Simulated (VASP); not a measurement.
Runs of VASP 6.6.1 on In2C. The structure is that of space group Fm-3m (No. 225), or close to it. The cells are those of the table. The cell was built from a structure type or drawn by symmetry, and may not be a known phase.

| task | cell | k mesh | cutoff (eV) | gap on the mesh (eV) | pressure (GPa) | relaxed volume (Å³/atom) |
| --- | --- | --- | --- | --- | --- | --- |
| relaxation of cell and atoms | relaxed from a = 4.617 Å, angles 60.0°, 3 atoms | 4 × 4 × 4 | 600 | none | 0.1 | 19.52 |
| single point | a = 4.362 Å, angles 60.0°, 3 atoms | 4 × 4 × 4 | 520 | none | -0.1 | - |
| single point | a = 4.382 Å, angles 60.0°, 3 atoms | 6 × 6 × 6 | 520 | none | 0.0 | - |
| relaxation of cell and atoms | relaxed from a = 4.382 Å, angles 60.0°, 3 atoms | 14 × 14 × 14 | 600 | none | 0.0 | (a) |
| single point | a = 4.373 Å, angles 60.0°, 3 atoms | 14 × 14 × 14 | 520 | none | 0.0 | - |

Alike in all rows: level PBE; potentials or basis VASP PAW PBE potentials, release 64 (In_d, C); no spin polarisation; smearing gaussian 0.1 eV.

Question: Fill in the values left out.

Answer: (a) 19.73.

Caveats: some runs use coarse meshes; spin-orbit coupling is left out, which moves the levels of the heavy elements; the volume moved by over 15 % at a fixed basis, so the end points are rough (at least some runs).

A k mesh can miss the band edges, and the runs leave out spin-orbit coupling on In.

A gap of «none» marks levels without a gap at the run's occupations.
